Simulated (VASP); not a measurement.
Runs of VASP 6.6.1 on SiO2. The structure is that of space group P4_2/mnm (No. 136), or close to it. The cells are those of the table. 

```csv
potentials or basis,cell,cutoff (eV),gap on the mesh (eV),pressure (GPa),largest force (eV/Å)
"VASP PAW LDA potentials, release 64 (Si, O)","a = 3.921, b = 3.921, c = 2.511 Å, 6 atoms",520,(b),(a),1.45
"VASP PAW LDA potentials, release 64 (Si, O_h)","a = 4.399, b = 4.399, c = 2.526 Å, 6 atoms",910,4.94,-11.4,1.25
"VASP PAW LDA potentials, release 64 (Si, O)","a = 3.735, b = 3.735, c = 2.767 Å, 6 atoms",520,5.24,82.8,0.66
"VASP PAW LDA potentials, release 64 (Si, O)","a = 4.355, b = 4.355, c = 2.500 Å, 6 atoms",520,5.42,-1.7,0.92
"VASP PAW LDA potentials, release 64 (Si, O_h)","a = 4.098, b = 4.098, c = 2.823 Å, 6 atoms",910,4.98,-11.5,0.26
```

Alike in all rows: task single point; level LDA; no spin polarisation; k mesh 6 × 6 × 10; smearing gaussian 0.05 eV.

Fill in the values left out.

(a) 86.0; (b) 6.93.

Caveats: the cell stands under pressure (at least some runs); forces of over 1 eV/Å act on the atoms, so gaps and moduli don't describe the material at rest (at least some runs); the cutoff is under 1.25 times the usual one of these potentials, so pressure, stress and relaxed cells hold a basis-set (Pulay) error (at least some runs); the cell stands under tension (at least some runs).

A k mesh can miss the band edges.
